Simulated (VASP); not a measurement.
A run of VASP 6.6.1 is set up as follows.

Contents of INCAR:

```
  PREC = Accurate
  ENCUT = 520
  EDIFF = 1E-6
  ISMEAR = 1
  SIGMA = 0.0666
  LREAL = F
  LASPH = T
  NELM = 80
  ALGO = Normal
  ISIF = 2
  LWAVE = F
  LCHARG = T
  GGA = PE
  LELF = T
  LVHAR = T
  NBANDS = 62
```

File KPOINTS:

```
regular mesh
0
Gamma
  6 6 8
```

The input POSCAR:

```
YLu2F6
1.0
    3.4391831315      5.9568399203      0.0000000000
   -3.4391831315      5.9568399203      0.0000000000
    0.0000000000      0.0000000000      3.4198546423
F Lu Y
6 2 1
Direct
    0.3694696953      0.6305303047      0.5000000000
    0.6305303047      0.0000000000      0.5000000000
    0.0000000000      0.3694696953      0.5000000000
    0.6874602260      0.3125397740      0.0000000000
    0.3125397740      0.0000000000      0.0000000000
    0.0000000000      0.6874602260      0.0000000000
    0.3333333333      0.3333333333      0.5000000000
    0.6666666667      0.6666666667      0.5000000000
    0.0000000000      0.0000000000      0.0000000000
```

Potentials or basis: VASP PAW PBE potentials, release 64 (F, Lu, Y_sv).

The run is started by

```sh
$ cat potpaw_PBE.64/F/POTCAR potpaw_PBE.64/Lu/POTCAR potpaw_PBE.64/Y_sv/POTCAR > POTCAR
$ mpirun -np 1 vasp_std > vasp.out
```

(1) What does it give for the largest force?

(2) Estimate the pressure.

(3) Estimate the band gap on the k mesh.

Answers

(1) 0.064 eV/Å.

(2) 0.3 GPa.

(3) zero (an odd number of electrons rules out a gap without spin polarisation).

Caveat: spin-orbit coupling is left out, which moves the levels of the heavy elements; an odd number of electrons without spin polarisation forces a metal; a magnetic or distorted state may lie lower.
